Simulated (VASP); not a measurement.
# CoSi (P2_13) in VASP: density of states with PBEsol+U

Aim: the density of states of CoSi with PBEsol+U.

All numbers are computed with VASP 6.6.1; they aren't measurements. Logs are shortened: lines on timing, memory, paths and dates and some standing lists are left out, and cuts for length are marked.

**1. The cell of the first run**

Symmetry: P2_13, No. 198, cubic system. The conventional cell has a = 4.438 Å, b = 4.438 Å, c = 4.438 Å, α = 90.00°, β = 90.00°, γ = 90.00°. Within 3.0 Å of Co (site symmetry 3) lie 7 Si at 2.28 to 2.47 Å and 6 Co at 2.72 Å. Si (site symmetry 3) has 7 Co at 2.28 to 2.47 Å and 6 Si at 2.75 Å within 3.0 Å.

**2. Density of states, PBEsol+U, collinear spin, ferromagnetic start**

File POSCAR:

```
CoSi
1.0
    4.4380000000      0.0000000000      0.0000000000
    0.0000000000      4.4380000000      0.0000000000
    0.0000000000      0.0000000000      4.4380000000
Co Si
4 4
Direct
    0.8600000000      0.6400000000      0.3600000000
    0.6400000000      0.3600000000      0.8600000000
    0.3600000000      0.8600000000      0.6400000000
    0.1400000000      0.1400000000      0.1400000000
    0.1570000000      0.3430000000      0.6570000000
    0.3430000000      0.6570000000      0.1570000000
    0.6570000000      0.1570000000      0.3430000000
    0.8430000000      0.8430000000      0.8430000000
```

File INCAR.step1:

```
PREC = Accurate ; ENCUT = 520
EDIFF = 1E-6 ; ISMEAR = -1
SIGMA = 0.05 ; LREAL = False
LASPH = True ; NELM = 150
ALGO = Normal ; ISIF = 2
LWAVE = False ; LCHARG = True
ISPIN = 2 ; MAGMOM = 2 2 2 2 0 0 0 0
LMAXMIX = 4 ; LDAU = True
LDAUTYPE = 2 ; LDAUL = 2 -1
LDAUU = 3 0 ; LDAUJ = 0 0
LDAUPRINT = 1 ; GGA = PS
NBANDS = 40
```

File KPOINTS.step1:

```
Automatic mesh
0
Gamma
  6 6 6
```

File INCAR.step2:

```
PREC = Accurate ; ENCUT = 520
EDIFF = 1E-6 ; ISMEAR = -5
SIGMA = 0.05 ; LREAL = False
LASPH = True ; NELM = 150
ALGO = Normal ; ISIF = 2
LWAVE = False ; LCHARG = False
ISPIN = 2 ; MAGMOM = 2 2 2 2 0 0 0 0
LORBIT = 11 ; LMAXMIX = 4
LDAU = True ; LDAUTYPE = 2
LDAUL = 2 -1 ; LDAUU = 3 0
LDAUJ = 0 0 ; LDAUPRINT = 1
GGA = PS ; NBANDS = 40
NEDOS = 1001 ; ICHARG = 11
```

File KPOINTS.step2:

```
Automatic mesh
0
Gamma
  9 9 9
```

Potentials or basis: VASP PAW PBE potentials, release 64 (Co, Si).

On the command line:

```
cat potpaw_PBE.64/Co/POTCAR potpaw_PBE.64/Si/POTCAR > POTCAR
cp INCAR.step1 INCAR
cp KPOINTS.step1 KPOINTS
mpirun -np 1 vasp_std > vasp.out
cp INCAR.step2 INCAR
cp KPOINTS.step2 KPOINTS
mpirun -np 1 vasp_std > vasp.out
```

OUTCAR:

```text
PREC = Accurate
   ENCUT = 520
   EDIFF = 1E-6
   ISMEAR = -5
   LREAL = False
   LASPH = True
   NELM = 150
   ISIF = 2
   ISPIN = 2
   LORBIT = 11
   GGA = PS
   ICHARG = 11

 ion  position               nearest neighbor table
   1  0.860  0.640  0.360-   5 2.28   6 2.33   7 2.33   8 2.33   7 2.47   8 2.47   6 2.47   2 2.72
                             2 2.72   4 2.72   4 2.72   3 2.72   3 2.72
   2  0.640  0.360  0.860-   6 2.28   5 2.33   7 2.33   8 2.33   5 2.47   7 2.47   8 2.47   1 2.72
                             1 2.72   3 2.72   3 2.72   4 2.72   4 2.72
   3  0.360  0.860  0.640-   7 2.28   6 2.33   5 2.33   8 2.33   6 2.47   5 2.47   8 2.47   4 2.72
                             2 2.72   2 2.72   4 2.72   1 2.72   1 2.72
   4  0.140  0.140  0.140-   8 2.28   6 2.33   7 2.33   5 2.33   6 2.47   5 2.47   7 2.47   1 2.72
                             3 2.72   3 2.72   1 2.72   2 2.72   2 2.72
   5  0.157  0.343  0.657-   1 2.28   2 2.33   3 2.33   4 2.33   3 2.47   4 2.47   2 2.47   8 2.75
                             6 2.75   6 2.75   8 2.75   7 2.75   7 2.75
   6  0.343  0.657  0.157-   2 2.28   1 2.33   3 2.33   4 2.33   1 2.47   3 2.47   4 2.47   8 2.75
                             5 2.75   5 2.75   7 2.75   7 2.75   8 2.75
   7  0.657  0.157  0.343-   3 2.28   2 2.33   1 2.33   4 2.33   2 2.47   1 2.47   4 2.47   8 2.75
                             8 2.75   5 2.75   6 2.75   6 2.75   5 2.75
   8  0.843  0.843  0.843-   4 2.28   2 2.33   3 2.33   1 2.33   2 2.47   1 2.47   3 2.47   5 2.75
                             6 2.75   7 2.75   7 2.75   5 2.75   6 2.75

  LATTYP: Found a simple cubic cell.
 ALAT       =     4.4380000000

  Lattice vectors:

 A1 = (   4.4380000000,   0.0000000000,   0.0000000000)
 A2 = (   0.0000000000,   4.4380000000,   0.0000000000)
 A3 = (   0.0000000000,   0.0000000000,   4.4380000000)

Analysis of symmetry for initial positions (statically):
=====================================================================
 Subroutine PRICEL returns:
 Original cell was already a primitive cell.

 Routine SETGRP: Setting up the symmetry group for a
 simple cubic supercell.

 Subroutine GETGRP returns: Found 12 space group operations
 (whereof  3 operations were pure point group operations)
 out of a pool of 48 trial point group operations.

The static configuration has the point symmetry C_3 .
 The point group associated with its full space group is T   .

Analysis of symmetry for dynamics (positions and initial velocities):
=====================================================================
 Subroutine PRICEL returns:
 Original cell was already a primitive cell.

 Routine SETGRP: Setting up the symmetry group for a
 simple cubic supercell.

 Subroutine GETGRP returns: Found 12 space group operations
 (whereof  3 operations were pure point group operations)
 out of a pool of 48 trial point group operations.

The dynamic configuration has the point symmetry C_3 .
 The point group associated with its full space group is T   .

Analysis of structural, dynamic, and magnetic symmetry:
=====================================================================
 Subroutine PRICEL returns:
 Original cell was already a primitive cell.

 Routine SETGRP: Setting up the symmetry group for a
 simple cubic supercell.

 Subroutine GETGRP returns: Found 12 space group operations
 (whereof  3 operations were pure point group operations)
 out of a pool of 48 trial point group operations.

The overall configuration has the point symmetry C_3 .
 The point group associated with its full space group is T   .

 Subroutine INISYM returns: Found 12 space group operations
 (whereof  3 operations are pure point group operations),
 and found     1 'primitive' translations

[... 122 lines left out ...]
   EFERMI =   0.00;   METHOD = LEGACY
   ISMEAR =    -5;   SIGMA  =   0.05  broadening in eV -4-tet -1-fermi 0-gaus
   EFERMI_NEDOS =   21; number of points for ismear=-14 and -15
   IALGO  =     38    algorithm
   IMIX   =      4    mixing-type and parameters
     AMIX     =   0.40;   BMIX     =  1.00
     AMIX_MAG =   1.60;   BMIX_MAG =  1.00
  volume/ion in A,a.u.               =      10.93        73.73
  Fermi-wavevector in a.u.,A,eV,Ry     =   1.376856  2.601881 25.793021  1.895734
  Thomas-Fermi vector in A             =   2.502063
   LORBIT       =     11    0 simple, 1 ext, 2 COOP (PROOUT), +10 PAW based schemes
 LDA+U is selected, type is set to LDAUTYPE =  2
   angular momentum for each species LDAUL =     2   -1
   U (eV)           for each species LDAUU =   3.0  0.0
   J (eV)           for each species LDAUJ =   0.0  0.0
   GGA     = PS    functional components
   LHFCALC =     F    Hartree Fock is set to
   AEXX    =    0.0000 exact exchange contribution
   IVDW    =     0    specifies the selected vdW correction
   LEPSILON=     F    determine dielectric tensor
   LRPA    =     F    only Hartree local field effects (RPA)
 spin polarized calculation
 Fermi weights with tetrahedron method with Bloechl corrections
  energy-cutoff  :      520.00
  volume of cell :       87.41
 maximum number of plane-waves:      2379
 NGX is ok and might be reduce to    36

atom =   1  type =  1  l = 2

 onsite density matrix

spin component  1
[... 116 lines left out ...]
  o =  0.7420  v = -0.6401  0.7055  0.1041 -0.0654 -0.2783  0.0000  0.0000  0.0000  0.0000  0.0000      0.0000  0.0000  0.0000  0.0000  0.0000  0.0000  0.0000  0.0000  0.0000  0.0000
  o =  0.7420  v = -0.4450 -0.3318  0.2783  0.7769  0.1041  0.0000  0.0000  0.0000  0.0000  0.0000      0.0000  0.0000  0.0000  0.0000  0.0000  0.0000  0.0000  0.0000  0.0000  0.0000
  o =  0.7421  v =  0.0000  0.0000  0.0000  0.0000  0.0000 -0.6403  0.7054  0.1038 -0.0651 -0.2782      0.0000  0.0000  0.0000  0.0000  0.0000  0.0000  0.0000  0.0000  0.0000  0.0000
  o =  0.7421  v =  0.0000  0.0000  0.0000  0.0000  0.0000 -0.4449 -0.3321  0.2782  0.7770  0.1038      0.0000  0.0000  0.0000  0.0000  0.0000  0.0000  0.0000  0.0000  0.0000  0.0000
  o =  0.7878  v =  0.5774  0.5774  0.0000  0.5773  0.0000  0.0000  0.0000  0.0000  0.0000  0.0000      0.0000  0.0000  0.0000  0.0000  0.0000  0.0000  0.0000  0.0000  0.0000  0.0000
  o =  0.7878  v =  0.0000  0.0000  0.0000  0.0000  0.0000  0.5774  0.5774  0.0000  0.5773  0.0000      0.0000  0.0000  0.0000  0.0000  0.0000  0.0000  0.0000  0.0000  0.0000  0.0000
  o =  0.7984  v = -0.2316  0.1784 -0.5878  0.0532  0.7525  0.0000  0.0000  0.0000  0.0000  0.0000      0.0000  0.0000  0.0000  0.0000  0.0000  0.0000  0.0000  0.0000  0.0000  0.0000
  o =  0.7984  v =  0.0722  0.1644  0.7525 -0.2367  0.5878  0.0000  0.0000  0.0000  0.0000  0.0000      0.0000  0.0000  0.0000  0.0000  0.0000  0.0000  0.0000  0.0000  0.0000  0.0000
  o =  0.7984  v =  0.0000  0.0000  0.0000  0.0000  0.0000 -0.2315  0.1781 -0.5874  0.0534  0.7528      0.0000  0.0000  0.0000  0.0000  0.0000  0.0000  0.0000  0.0000  0.0000  0.0000
  o =  0.7984  v =  0.0000  0.0000  0.0000  0.0000  0.0000  0.0720  0.1645  0.7528 -0.2365  0.5874      0.0000  0.0000  0.0000  0.0000  0.0000  0.0000  0.0000  0.0000  0.0000  0.0000

 number of electron      51.9999992 magnetization      -0.0009366

 Free energy of the ion-electron system (eV)
  ---------------------------------------------------
  ext. energy  EPLUGINS =         0.00000000
  ---------------------------------------------------
  free energy    TOTEN  =       -49.04399062 eV

  energy without entropy =      -49.04399062  energy(sigma->0) =      -49.04399062

 E-fermi :  11.6237     XC(G=0): -12.9290

 val. band max:       11.6406131981   @ k =   0.1111   0.1111   0.1111
 cond. band min:      11.6024623154   @ k =   0.4444   0.4444   0.4444
 fundamental gap:     -0.0381508827
 Fermi energy:        11.6236822165

 spin component 1

 k-point     1 :       0.0000    0.0000    0.0000
  band No.  band energies     occupation
      1      -1.7540      1.00000
      2       3.6035      1.00000
      3       3.6035      1.00000
      4       3.6035      1.00000
      5       6.3785      1.00000
      6       6.3785      1.00000
[... 1961 lines left out ...]
     37      17.8101      0.00000
     38      18.4556      0.00000

 [... further k-points ...]

 [bands above 38 left out]

------------------------ aborting loop because EDIFF is reached ----------------------------------------

  FORCE on cell =-STRESS in cart. coord.  units (eV):
  Direction    XX          YY          ZZ          XY          YZ          ZX
  --------------------------------------------------------------------------------------
  -------------------------------------------------------------------------------------
  Total       -7.3711885     -7.3711885     -7.3711885     -0.0000000      0.0000000      0.0000000
  in kB     -135.1095993   -135.1095993   -135.1095993     -0.0000000      0.0000000      0.0000000
  external PRESSURE =    -135.1095993 kB  Pullay stress =       0.0000000 kB

 VOLUME and BASIS-vectors are now :
 -----------------------------------------------------------------------------
  energy-cutoff  :      520.00
  volume of cell :       87.41
      direct lattice vectors                 reciprocal lattice vectors
     4.438000000  0.000000000  0.000000000     0.225326724  0.000000000  0.000000000
     0.000000000  4.438000000  0.000000000     0.000000000  0.225326724  0.000000000
     0.000000000  0.000000000  4.438000000     0.000000000  0.000000000  0.225326724

 POSITION                                       TOTAL-FORCE (eV/Angst)
 -----------------------------------------------------------------------------------
      3.81668      2.84032      1.59768        -0.073182      0.073182     -0.073182
      2.84032      1.59768      3.81668         0.073182     -0.073182     -0.073182
      1.59768      3.81668      2.84032        -0.073182     -0.073182      0.073182
      0.62132      0.62132      0.62132         0.073182      0.073182      0.073182
      0.69677      1.52223      2.91577         0.068880     -0.068880      0.068880
      1.52223      2.91577      0.69677        -0.068880      0.068880      0.068880
      2.91577      0.69677      1.52223         0.068880      0.068880     -0.068880
      3.74123      3.74123      3.74123        -0.068880     -0.068880     -0.068880
 -----------------------------------------------------------------------------------
    total drift:                               -0.000000      0.000000      0.000000

  FREE ENERGIE OF THE ION-ELECTRON SYSTEM (eV)
  ---------------------------------------------------
  free  energy   TOTEN  =       -49.0439906172 eV

  energy  without entropy=      -49.0439906172  energy(sigma->0) =      -49.04399062

 total charge

# of ion       s       p       d       tot
------------------------------------------
    1        0.425   0.599   7.696   8.720
    2        0.425   0.599   7.696   8.720
    3        0.425   0.599   7.696   8.720
    4        0.425   0.599   7.696   8.720
    5        0.726   0.866   0.000   1.592
    6        0.726   0.866   0.000   1.592
    7        0.726   0.866   0.000   1.592
    8        0.726   0.866   0.000   1.592
--------------------------------------------------
tot          4.604   5.861  30.784  41.250

 magnetization (x)

# of ion       s       p       d       tot
------------------------------------------
    1        0.000   0.000  -0.000  -0.000
    2        0.000   0.000  -0.000  -0.000
    3        0.000   0.000  -0.000  -0.000
    4        0.000   0.000  -0.000  -0.000
    5        0.000   0.000   0.000   0.000
    6        0.000   0.000   0.000   0.000
    7        0.000   0.000   0.000   0.000
    8        0.000   0.000   0.000   0.000
--------------------------------------------------
tot          0.000   0.000  -0.001  -0.000
```

Run time: 8.8 min. Hardware: 1 thread of Intel Xeon Platinum 8488C (Sapphire Rapids), shared host; peak memory 0.38 GiB.

What came out:

```
Net moment                                            : 0.00 μB per cell
Valence electrons inside the program's atomic spheres : Co 8.72; Si 1.59
```

Levels at points of the mesh, in eV from the Fermi level:
Spin up:
| k point | band 22 | band 23 | band 24 | band 25 | band 26 | band 27 | band 28 | band 29 | band 30 | band 31 |
| --- | --- | --- | --- | --- | --- | --- | --- | --- | --- | --- |
| (0.00, 0.00, 0.00) | -0.97 | -0.88 | -0.88 | -0.01 | -0.01 | -0.01 | 2.55 | 2.55 | 2.55 | 3.10 |
Spin down:
| k point | band 24 | band 25 | band 26 | band 27 | band 28 | band 29 |
| --- | --- | --- | --- | --- | --- | --- |
| (0.00, 0.00, 0.00) | -0.88 | -0.02 | -0.02 | -0.02 | 2.55 | 2.55 |

Eigenvalues of the final occupation matrices:
| site | spin | trace | eigenvalues |
| --- | --- | --- | --- |
| site 1 d | 1 | 3.87 | 0.74 0.74 0.79 0.80 0.80 |
| site 1 d | 2 | 3.87 | 0.74 0.74 0.79 0.80 0.80 |
| site 2 d | 1 | 3.87 | 0.74 0.74 0.79 0.80 0.80 |
| site 2 d | 2 | 3.87 | 0.74 0.74 0.79 0.80 0.80 |
| site 3 d | 1 | 3.87 | 0.74 0.74 0.79 0.80 0.80 |
| site 3 d | 2 | 3.87 | 0.74 0.74 0.79 0.80 0.80 |
| site 4 d | 1 | 3.87 | 0.74 0.74 0.79 0.80 0.80 |
| site 4 d | 2 | 3.87 | 0.74 0.74 0.79 0.80 0.80 |

Caveat: the starting moments collapsed, and a magnetic state may lie lower; the PAW data sets were made with another functional, which shifts forces and pressure a little; the U is typed as a test and isn't derived for this compound; tetrahedron occupations give inexact forces and stress in metals. The state reached can hang on the start; a lower one may exist.
